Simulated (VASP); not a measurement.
Here is a VASP 6.6.1 calculation.

The input INCAR:

```
PREC = Accurate
ENCUT = 520
EDIFF = 1E-7
ISMEAR = 0
SIGMA = 0.1
LREAL = F
LASPH = T
NELM = 60
ALGO = Normal
ISIF = 2
LWAVE = F
LCHARG = F
GGA = PE
NBANDS = 12
```

The input KPOINTS:

```
Automatic mesh
0
Gamma
  18 18 18
```

Contents of POSCAR:

```
Ta
1.0
   -1.6595270128      1.6595270128      1.6595270128
    1.6595270128     -1.6595270128      1.6595270128
    1.6595270128      1.6595270128     -1.6595270128
Ta
1
Direct
    0.0000000000      0.0000000000      0.0000000000
```

Potentials or basis: VASP PAW PBE potentials, release 64 (Ta_pv).

Launch:

```sh
$ cat potpaw_PBE.64/Ta_pv/POTCAR > POTCAR
$ mpirun -np 1 vasp_std > vasp.out
```

**Question.** Estimate the band gap on the k mesh.

**Answer.** Zero (an odd number of electrons rules out a gap without spin polarisation).

**Question.** Predict the pressure.

**Answer.** 0.0 GPa.

Caveat: spin-orbit coupling is left out, which moves the levels of the heavy elements.
